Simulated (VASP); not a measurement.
Si4O7 (a cell with a defect), 11 atoms in the cell. The cell holds a defect, 11 atoms: a = 5.080 Å, b = 5.080 Å, c = 7.091 Å, α = 90.00°, β = 90.00°, γ = 90.00°.  This cell differs from its parent crystal: atoms taken out, atom 9 moved 0.625 of the way to it and +0.450 Å across, host rigid.

| Item | Value |
| --- | --- |
| Program | VASP 6.6.1 |
| Task | single point |
| Functional | PBE |
| Potentials or basis | VASP PAW PBE potentials, release 64 (Si, O) |
| Cutoff | 520 eV |
| k mesh | 4 × 4 × 4 |
| Occupations | gaussian, width 0.05 eV |
| Spin | no spin polarisation |
| Dipole correction | no |
| Further INCAR settings | ALGO = Normal; EDIFF = 1e-07; NBANDS = 40 |

Potentials or basis: VASP PAW PBE potentials, release 64 (Si, O).

Command:

```sh
$ cat potpaw_PBE.64/Si/POTCAR potpaw_PBE.64/O/POTCAR > POTCAR
$ mpirun -np 1 vasp_std > vasp.out
```

Hardware: 1 thread of Intel Xeon 8259CL (shared host).

Task: Estimate the wall time of this run.

Result: Wall time 9.1 min on 1 thread of Intel Xeon 8259CL, on a shared host, peak memory 0.38 GiB. Counts: scf iterations 18, k points 36.
